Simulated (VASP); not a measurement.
# FeO: single point with PBE+U

FeO:

```
Fe O
1.0
    -0.06067    2.17841    2.17841
     2.17841   -0.06067    2.17841
     2.17841    2.17841   -0.06067
Fe O
1 1
Direct
  0.00000 0.00000 0.00000
  0.50000 0.50000 0.50000
```

```
Program                : VASP 6.6.1
Task                   : single point
Functional             : PBE
Potentials or basis    : VASP PAW PBE potentials, release 64 (Fe, O)
Cutoff                 : 520 eV
k mesh                 : 11 × 11 × 11
Occupations            : fermi-dirac, width 0.05 eV
Spin                   : collinear spin, ferromagnetic start
Starting moments       : [3.0, 0.0] μB
Hubbard terms          : Fe d U = 5.0 eV
Dipole correction      : no
Further INCAR settings : ALGO = Normal; EDIFF = 1e-07; NBANDS = 18
```

The pressure is -9.1 GPa, the band gap on the k mesh is zero (filled and empty bands overlap) and the net moment is 4.00 μB per cell. The site moments are Fe +3.83; O +0.17 μB. The valence electrons inside the program's atomic spheres are Fe 6.65; O 4.98.

Stress tensor (GPa, compression positive):
```
-9.05  0.99  0.99
 0.99 -9.05  0.99
 0.99  0.99 -9.05
```

Levels at points of the mesh, in eV from the Fermi level:
Spin up:
```
           k point  band 5  band 6  band 7  band 8  band 9  band 10  band 11  band 12  band 13  band 14
(0.00, 0.00, 0.00)   -6.17   -6.17   -3.40   -3.40   -3.16    -0.30    14.55    14.55    15.09    15.43
```
Spin down:
```csv
k point,band 1,band 2,band 3,band 4,band 5,band 6,band 7,band 8,band 9,band 10
"(0.00, 0.00, 0.00)",-19.64,-3.09,-3.09,-2.84,-0.92,-0.91,0.43,1.73,2.08,2.09
```

Eigenvalues of the final occupation matrices:
```
    site  spin  trace               eigenvalues
site 1 d     1   4.93  0.97 0.97 0.97 1.01 1.01
site 1 d     2   1.14  0.04 0.09 0.09 0.46 0.46
```

Run time: 52 s on 1 thread of Intel(R) Xeon(R) 6975P-C (Granite Rapids) (shared host), peak memory 0.21 GiB.

Caveat: the cell stands under tension; a cell with one magnetic atom can't hold antiferromagnetic order, which such compounds often take. The state reached can hang on the start; a lower one may exist.
